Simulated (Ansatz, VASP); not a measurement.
**Two plane-wave programs on KCdF3**

```xyz
5
Lattice="4.5574 0.0000 0.0000 0.0000 4.5574 0.0000 0.0000 0.0000 4.3821" Properties=species:S:1:pos:R:3 pbc="T T T"
K     0.0000    0.0000    0.0000
Cd    2.2787    2.2787    2.1910
F     0.0000    2.2787    2.1910
F     2.2787    0.0000    2.1910
F     2.2787    2.2787    0.0000
```

Change from the starting cell: strain +0.0400 x Voigt [1, 1, 0, 0, 0, 0], atoms carried along.

Alike in both runs: task single point; functional LDA; k mesh 6 × 6 × 6; occupations gaussian, width 0.05 eV; no spin polarisation.

|  | VASP | Ansatz |
| --- | --- | --- |
| version | VASP 6.6.1 | Ansatz 0.2.0 |
| potentials or method | VASP PAW LDA potentials, release 64 (K_sv, Cd, F), cutoff 520 eV | scalar-relativistic, plane waves, PAW |
| valence electrons in the cell | 42 | 50 |

|  | VASP | Ansatz | Ansatz less VASP |
| --- | --- | --- | --- |
| gap on the k mesh at the Fermi level (eV) | 2.67 | 2.68 | +0.007 |
| least direct gap on the mesh (eV) | 4.05 | 4.06 | +0.013 |
| pressure (GPa) | -6.6 | -7.0 | -0.42 |
| traceless stress, the component that is largest in VASP (GPa) | 1.66 | 1.51 | -0.157 |

LDA's correlation is that of Perdew and Zunger in VASP and of Perdew and Wang (1992) in Ansatz. VASP's potentials hold 42 valence electrons a cell and Ansatz's 50, so a difference there can come from the potentials and not from the codes.
